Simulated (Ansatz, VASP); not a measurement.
**Hf in VASP and in Ansatz**

File INCAR:

```
PREC = Accurate ; ENCUT = 520
EDIFF = 1E-8 ; ISMEAR = -1
SIGMA = 0.03 ; LREAL = F
LASPH = T ; NELM = 60
ALGO = Normal ; ISIF = 2
LWAVE = F ; LCHARG = F
LEFG = T ; NBANDS = 11
```

The input KPOINTS:

```
Automatic mesh
0
Gamma
  13 13 13
```

Contents of POSCAR:

```
Hf
1.0
    0.0000000000      2.1756000000      2.2200000000
    2.1756000000      0.0000000000      2.2200000000
    2.1756000000      2.1756000000      0.0000000000
Hf
1
Direct
    0.0000000000      0.0000000000      0.0000000000
```

Input for Ansatz:

```yaml
crystal:
  lattice:
    - [0.0, 2.1756, 2.22]
    - [2.1756, 0.0, 2.22]
    - [2.1756, 2.1756, 0.0]
  atoms:
    - { symbol: Hf, position: [0.0, 0.0, 0.0] }
kpoints:
  mp_grid: { grid: [13, 13, 13] }
scf:
  occupations: { method: fermi_dirac, width: 0.03 }
hamiltonian:
  xc: lda
  pseudopotentials: { kind: paw }
output:
  forces: true
  stress: true
  eigenvalues: true
  efg: { contact_densities: true }
```

Change from the starting cell: equal xx and yy strain of -2 %, PAW files.

Alike in both runs: task electric field gradients; functional LDA; k mesh 13 × 13 × 13; occupations fermi-dirac, width 0.03 eV; no spin polarisation.

```csv
,VASP,Ansatz
version,VASP 6.6.1,Ansatz 0.2.0
potentials or method,"VASP PAW LDA potentials, release 64 (Hf_pv)","PAW with Ansatz's default frozen-core files, scalar-relativistic"
plane-wave cutoff (eV),520,420
valence electrons in the cell,10,26
```

```csv
,VASP,Ansatz,Ansatz less VASP
pressure (GPa),-1.2,-1.3,-0.04
"traceless stress, the component that is largest in VASP (GPa)",-0.50,-0.55,-0.046
size of Vzz on the site where it differs most (V/Å²),17.7,19.4,+1.71
```

LDA's correlation is that of Perdew and Zunger in VASP and of Perdew and Wang (1992) in Ansatz. VASP's potentials hold 10 valence electrons a cell and Ansatz's 26, so a difference there can come from the potentials and not from the codes.

Neither program's run includes spin-orbit coupling.
